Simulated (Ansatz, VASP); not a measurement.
## EuO in VASP and in Ansatz

```
CELL_PARAMETERS angstrom
0.00000 2.59686 2.59686
2.59686 0.00000 2.59686
2.59686 2.59686 0.00000
ATOMIC_POSITIONS crystal
Eu 0.00000 0.00000 0.00000
O 0.50000 0.50000 0.50000
```

Alike in both runs: functional PBE; k mesh 10 × 10 × 10; occupations gaussian, width 0.02 eV; collinear spin; Hubbard terms Eu f U = 8.0 eV.

Ansatz relaxed the structure, and its values are those at the end. VASP's run is a single point on that final structure, the one shown.

```csv
,VASP,Ansatz
version,VASP 6.6.1,Ansatz 0.2.0
potentials or method,"VASP PAW PBE potentials, release 64 (Eu, O), cutoff 600 eV","scalar-relativistic, plane waves, PAW"
valence electrons in the cell,23,23
```

```tsv
	VASP	Ansatz	Ansatz less VASP
gap on the k mesh at the Fermi level (eV)	0.72	0.99	+0.270
least direct gap on the mesh (eV)	0.92	1.27	+0.354
pressure (GPa)	-0.2	0.0	+0.21
net moment per atom (μB)	3.50	3.50	0.000
size of the moment on the site where the two differ most (μB)	6.75	6.78	+0.030
```

Site moments also hang on the region over which each program counts them. The programs project onto different local orbitals, so the same U acts differently, and such runs can settle in different states.

Spin-orbit coupling is off throughout.
